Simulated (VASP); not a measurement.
# CsI (Pm-3m) in VASP: single point with PBEsol

Aim: the single point of CsI with PBEsol.

Everything below comes from runs of VASP 6.6.1. Logs are shortened: lines on timing, memory, paths and dates and some standing lists are left out, and cuts for length are marked.

## (1) The cell of the first run

Symmetry: Pm-3m, No. 221, cubic system. Conventional cell: a = 4.608 Å, b = 4.608 Å, c = 4.608 Å, α = 90.00°, β = 90.00°, γ = 90.00°. Within 5.2 Å of Cs (site symmetry m-3m) lie 8 I at 3.99 Å and 6 Cs at 4.61 Å. Within 5.2 Å of I (site symmetry m-3m) lie 8 Cs at 3.99 Å and 6 I at 4.61 Å.

## (2) Single point, PBEsol

INCAR

```
ALGO = Normal
EDIFF = 1E-6
ENCUT = 500
GGA = PS
GGA_COMPAT = False
ISIF = 2
ISMEAR = 0
LASPH = True
LCHARG = True
LELF = True
LREAL = False
LVHAR = True
LWAVE = False
NBANDS = 15
NELM = 120
PREC = Accurate
SIGMA = 0.01
```

KPOINTS

```
k-points
0
Gamma
  4 4 4
```

POSCAR

```
CsI
1.0
    4.6080833777      0.0000000000      0.0000000000
    0.0000000000      4.6080833777      0.0000000000
    0.0000000000      0.0000000000      4.6080833777
Cs I
1 1
Direct
    0.0000000000      0.0000000000      0.0000000000
    0.5000000000      0.5000000000      0.5000000000
```

Potentials or basis: VASP PAW PBE potentials, release 64 (Cs_sv, I).

Started as:

```
cat potpaw_PBE.64/Cs_sv/POTCAR potpaw_PBE.64/I/POTCAR > POTCAR
mpirun -np 1 vasp_std > vasp.out
```

OUTCAR:

```text
EDIFF = 1E-6
   ENCUT = 500
   GGA = PS
   ISIF = 2
   ISMEAR = 0
   LASPH = True
   LREAL = False
   NELM = 120
   PREC = Accurate

 ion  position               nearest neighbor table
   1  0.000  0.000  0.000-
   2  0.500  0.500  0.500-

  LATTYP: Found a simple cubic cell.
 ALAT       =     4.6080833777

  Lattice vectors:

 A1 = (   4.6080833777,   0.0000000000,   0.0000000000)
 A2 = (   0.0000000000,   4.6080833777,   0.0000000000)
 A3 = (   0.0000000000,   0.0000000000,   4.6080833777)

Analysis of symmetry for initial positions (statically):
=====================================================================
 Subroutine PRICEL returns:
 Original cell was already a primitive cell.

 Routine SETGRP: Setting up the symmetry group for a
 simple cubic supercell.

 Subroutine GETGRP returns: Found 48 space group operations
 (whereof 48 operations were pure point group operations)
 out of a pool of 48 trial point group operations.

The static configuration has the point symmetry O_h .

Analysis of symmetry for dynamics (positions and initial velocities):
=====================================================================
 Subroutine PRICEL returns:
 Original cell was already a primitive cell.

 Routine SETGRP: Setting up the symmetry group for a
 simple cubic supercell.

 Subroutine GETGRP returns: Found 48 space group operations
 (whereof 48 operations were pure point group operations)
 out of a pool of 48 trial point group operations.

The dynamic configuration has the point symmetry O_h .

 Subroutine INISYM returns: Found 48 space group operations
 (whereof 48 operations are pure point group operations),
 and found     1 'primitive' translations

----------------------------------------------------------------------------------------

                                     Primitive cell

  volume of cell :      97.8500

  direct lattice vectors                    reciprocal lattice vectors
     4.608083378  0.000000000  0.000000000     0.217009962  0.000000000  0.000000000
     0.000000000  4.608083378  0.000000000     0.000000000  0.217009962  0.000000000
     0.000000000  0.000000000  4.608083378     0.000000000  0.000000000  0.217009962

  length of vectors
     4.608083378  4.608083378  4.608083378     0.217009962  0.217009962  0.217009962

  position of ions in fractional coordinates (direct lattice)
     0.000000000  0.000000000  0.000000000
     0.500000000  0.500000000  0.500000000

  ion indices of the primitive-cell ions
   primitive index   ion index
                 1           1
                 2           2

----------------------------------------------------------------------------------------

 KPOINTS: k-points

Automatic generation of k-mesh.
 Grid dimensions read from file:
 generate k-points for:    4    4    4

 Generating k-lattice:

  Cartesian coordinates                     Fractional coordinates (reciprocal lattice)
     0.054252491  0.000000000  0.000000000     0.250000000  0.000000000  0.000000000
     0.000000000  0.054252491  0.000000000     0.000000000  0.250000000  0.000000000
     0.000000000  0.000000000  0.054252491     0.000000000  0.000000000  0.250000000

  Length of vectors
     0.054252491  0.054252491  0.054252491

  Shift w.r.t. Gamma in fractional coordinates (k-lattice)
     0.000000000  0.000000000  0.000000000

 Subroutine IBZKPT returns following result:
 ===========================================

 Found     10 irreducible k-points:

 Following reciprocal coordinates:
            Coordinates               Weight
  0.000000  0.000000  0.000000      1.000000
  0.250000  0.000000  0.000000      6.000000
  0.500000  0.000000  0.000000      3.000000
  0.250000  0.250000  0.000000     12.000000
  0.500000  0.250000  0.000000     12.000000
  0.500000  0.500000  0.000000      3.000000
  0.250000  0.250000  0.250000      8.000000
  0.500000  0.250000  0.250000     12.000000
  0.500000  0.500000  0.250000      6.000000
  0.500000  0.500000  0.500000      1.000000
   k-points           NKPTS =     10   k-points in BZ     NKDIM =     10   number of bands    NBANDS=     15
   number of dos      NEDOS =    301   number of ions     NIONS =      2
   total plane-waves  NPLWV =  46656
   dimension x,y,z NGX =    36 NGY =   36 NGZ =   36
   dimension x,y,z NGXF=    72 NGYF=   72 NGZF=   72
   ions per type =               1   1
   NGX,Y,Z   is equivalent  to a cutoff of  12.99, 12.99, 12.99 a.u.
   NGXF,Y,Z  is equivalent  to a cutoff of  25.98, 25.98, 25.98 a.u.
 SYSTEM =  unknown system
   PREC   = accura    normal or accurate (medium, high low for compatibility)
   ISTART =      0    job   : 0-new  1-cont  2-samecut
   ICHARG =      2    charge: 1-file 2-atom 10-const
   ISPIN  =      1    spin polarized calculation?
   LNONCOLLINEAR =      F non collinear calculations
   LSORBIT =      F    spin-orbit coupling
   LASPH  =      T    aspherical Exc in radial PAW
   ENCUT  =  500.0 eV  36.75 Ry    6.06 a.u.   8.40  8.40  8.40*2*pi/ulx,y,z
   NELM   =    120;   NELMIN=  2; NELMDL= -5     # of ELM steps
   EDIFF  = 0.1E-05   stopping-criterion for ELM
   LREAL  =      F    real-space projection
   EDIFFG = 0.1E-04   stopping-criterion for IOM
   NSW    =      0    number of steps for IOM
   IBRION =     -1    ionic relax: 0-MD 1-quasi-New 2-CG
   NFREE  =      0    steps in history (QN), initial steepest desc. (CG)
   ISIF   =      2    stress and relaxation
   ISYM   =      2    0-nonsym 1-usesym 2-fastsym
   POTIM  = 0.5000    time-step for ionic-motion
   TEBEG  =    0.0;   TEEND  =   0.0 temperature during run
   PSTRESS=    0.0 pullay stress
   NELECT =      16.0000    total number of electrons
   NUPDOWN=      -1.0000    fix difference up-down
   EMIN   =  10.00;   EMAX   =-10.00  energy-range for DOS
   EFERMI =   0.00;   METHOD = LEGACY
   ISMEAR =     0;   SIGMA  =   0.01  broadening in eV -4-tet -1-fermi 0-gaus
   EFERMI_NEDOS =   21; number of points for ismear=-14 and -15
   IALGO  =     38    algorithm
   IMIX   =      4    mixing-type and parameters
     AMIX     =   0.40;   BMIX     =  1.00
     AMIX_MAG =   1.60;   BMIX_MAG =  1.00
  volume/ion in A,a.u.               =      48.93       330.16
  Fermi-wavevector in a.u.,A,eV,Ry     =   0.895216  1.691713 10.903868  0.801412
  Thomas-Fermi vector in A             =   2.017520
   LORBIT       =      0    0 simple, 1 ext, 2 COOP (PROOUT), +10 PAW based schemes
   GGA     = PS    functional components
   LHFCALC =     F    Hartree Fock is set to
   AEXX    =    0.0000 exact exchange contribution
   IVDW    =     0    specifies the selected vdW correction
   LEPSILON=     F    determine dielectric tensor
   LRPA    =     F    only Hartree local field effects (RPA)
 non-spin polarized calculation
 Gauss-broadening in eV      SIGMA  =   0.01
  energy-cutoff  :      500.00
  volume of cell :       97.85
 maximum number of plane-waves:      2517
 NGX is ok and might be reduce to    36
   NGX = 17   NGY = 17   NGZ = 17

 number of electron      16.0000002 magnetization

 Free energy of the ion-electron system (eV)
  ---------------------------------------------------
  ext. energy  EPLUGINS =         0.00000000
  ---------------------------------------------------
  free energy    TOTEN  =        -5.75883629 eV

  energy without entropy =       -5.75883629  energy(sigma->0) =       -5.75883629

 E-fermi :   0.6369     XC(G=0):  -7.8337

 val. band max:        0.5444598869   @ k =   0.5000   0.5000   0.0000
 cond. band min:       4.1640093890   @ k =   0.0000   0.0000   0.0000
 fundamental gap:      3.6195495021
 Fermi energy:         0.6369478868

 k-point     1 :       0.0000    0.0000    0.0000
  band No.  band energies     occupation
      1     -19.8538      2.00000
      2     -10.1083      2.00000
      3      -6.5394      2.00000
      4      -6.5394      2.00000
      5      -6.5394      2.00000
      6       0.4497      2.00000
      7       0.4497      2.00000
      8       0.4497      2.00000
      9       4.1640      0.00000
     10       4.6650      0.00000
     11       4.6650      0.00000
     12       8.2282      0.00000
     13       8.2282      0.00000
     14       8.2282      0.00000
     15      10.6211      0.00000

 k-point     2 :       0.2500    0.0000    0.0000
  band No.  band energies     occupation
      1     -19.8427      2.00000
      2     -10.1102      2.00000
      3      -6.6167      2.00000
      4      -6.5102      2.00000
      5      -6.5102      2.00000
      6      -0.3876      2.00000
      7       0.3810      2.00000
      8       0.3810      2.00000
      9       5.0262      0.00000
     10       5.2903      0.00000
     11       5.8647      0.00000
     12       8.1116      0.00000
     13       8.1116      0.00000
     14       8.4907      0.00000
     15       8.6715      0.00000

 k-point     3 :       0.5000    0.0000    0.0000
  band No.  band energies     occupation
      1     -19.8316      2.00000
      2     -10.1149      2.00000
      3      -6.6797      2.00000
      4      -6.4804      2.00000
      5      -6.4804      2.00000
      6      -0.9920      2.00000
      7       0.3092      2.00000
      8       0.3092      2.00000
      9       5.6690      0.00000
     10       6.7670      0.00000
     11       7.0637      0.00000
     12       7.2629      0.00000
     13       8.3195      0.00000
     14       8.3195      0.00000
     15       8.8593      0.00000
[... 91 lines left out ...]
 k-point     9 :       0.5000    0.5000    0.2500
  band No.  band energies     occupation
      1     -19.8020      2.00000
      2      -9.9007      2.00000
      3      -6.8317      2.00000
      4      -6.8317      2.00000
      5      -6.6163      2.00000
      6      -0.5222      2.00000
      7      -0.5222      2.00000
      8      -0.1824      2.00000
      9       5.7549      0.00000
     10       6.7753      0.00000
     11       6.8571      0.00000
     12       6.8571      0.00000
     13       9.2850      0.00000
     14       9.2850      0.00000
     15      10.1530      0.00000

 k-point    10 :       0.5000    0.5000    0.5000
  band No.  band energies     occupation
      1     -19.7925      2.00000
      2      -9.8514      2.00000
      3      -6.7788      2.00000
      4      -6.7788      2.00000
      5      -6.7788      2.00000
      6      -0.7269      2.00000
      7      -0.7269      2.00000
      8      -0.7269      2.00000
      9       7.5145      0.00000
     10       7.5145      0.00000
     11       7.5145      0.00000
     12       8.2320      0.00000
     13       8.2320      0.00000
     14       8.2320      0.00000
     15      10.2455      0.00000

------------------------ aborting loop because EDIFF is reached ----------------------------------------

  FORCE on cell =-STRESS in cart. coord.  units (eV):
  Direction    XX          YY          ZZ          XY          YZ          ZX
  --------------------------------------------------------------------------------------
  -------------------------------------------------------------------------------------
  Total       -0.4047758     -0.4047758     -0.4047758      0.0000000      0.0000000     -0.0000000
  in kB       -6.6277198     -6.6277198     -6.6277198      0.0000000      0.0000000     -0.0000000
  external PRESSURE =      -6.6277198 kB  Pullay stress =       0.0000000 kB

 VOLUME and BASIS-vectors are now :
 -----------------------------------------------------------------------------
  energy-cutoff  :      500.00
  volume of cell :       97.85
      direct lattice vectors                 reciprocal lattice vectors
     4.608083378  0.000000000  0.000000000     0.217009962  0.000000000  0.000000000
     0.000000000  4.608083378  0.000000000     0.000000000  0.217009962  0.000000000
     0.000000000  0.000000000  4.608083378     0.000000000  0.000000000  0.217009962

 POSITION                                       TOTAL-FORCE (eV/Angst)
 -----------------------------------------------------------------------------------
      0.00000      0.00000      0.00000         0.000000      0.000000      0.000000
      2.30404      2.30404      2.30404         0.000000      0.000000      0.000000
 -----------------------------------------------------------------------------------
    total drift:                               -0.000000      0.000000      0.000000

  FREE ENERGIE OF THE ION-ELECTRON SYSTEM (eV)
  ---------------------------------------------------
  free  energy   TOTEN  =        -5.7588362860 eV

  energy  without entropy=       -5.7588362860  energy(sigma->0) =       -5.75883629
```

Run time: 24 s. Hardware: 1 thread of Intel Xeon 8259CL, shared host; peak memory 0.2 GiB.

Results:

* Free energy: -5.7588 eV
* Pressure: -0.7 GPa
* Band gap on the k mesh: 3.62 eV, indirect (least direct gap 3.71 eV)

Caveat: the PAW data sets were made with another functional, which shifts forces and pressure a little; spin-orbit coupling is left out, which moves the levels of the heavy elements. A k mesh can miss the band edges.
